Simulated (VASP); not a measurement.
Here is a VASP 6.6.1 calculation.

INCAR

```
SYSTEM = BN
PREC = Accurate
ENCUT = 520
EDIFF = 1E-7
ISMEAR = 0
SIGMA = 0.01
LREAL = .FALSE.
LASPH = .TRUE.
NELM = 100
ALGO = Normal
ISIF = 2
LWAVE = .FALSE.
LCHARG = .TRUE.
GGA = PE
LELF = .TRUE.
LVHAR = .TRUE.
NBANDS = 16
```

KPOINTS

```
regular mesh
0
G
  6 6 4
  0 0 0
```

File POSCAR:

```
BN
1.0
    2.5185104996      0.0000000000      0.0000000000
   -1.2592552498      2.1810940723      0.0000000000
    0.0000000000      0.0000000000      4.1657371881
B N
2 2
Direct
    0.3333333333      0.6666666667      0.0003142956
    0.6666666667      0.3333333333      0.5003142956
    0.3333333333      0.6666666667      0.3746857044
    0.6666666667      0.3333333333      0.8746857044
```

Potentials or basis: VASP PAW PBE potentials, release 64 (B, N).

The run is started by

```sh
$ cat potpaw_PBE.64/B/POTCAR potpaw_PBE.64/N/POTCAR > POTCAR
$ mpirun -np 1 vasp_std > vasp.out
```

(1) What does it give for the largest force?

(2) Estimate the band gap on the k mesh.

(3) Estimate the pressure.

Results:

(1) 0.004 eV/Å.

(2) 5.12 eV, indirect (least direct gap 8.47 eV).

(3) 17.4 GPa.

Caveat: the k points lie up to 0.48 Å⁻¹ apart; the cell differs from its parent crystal (strain -1.0%).
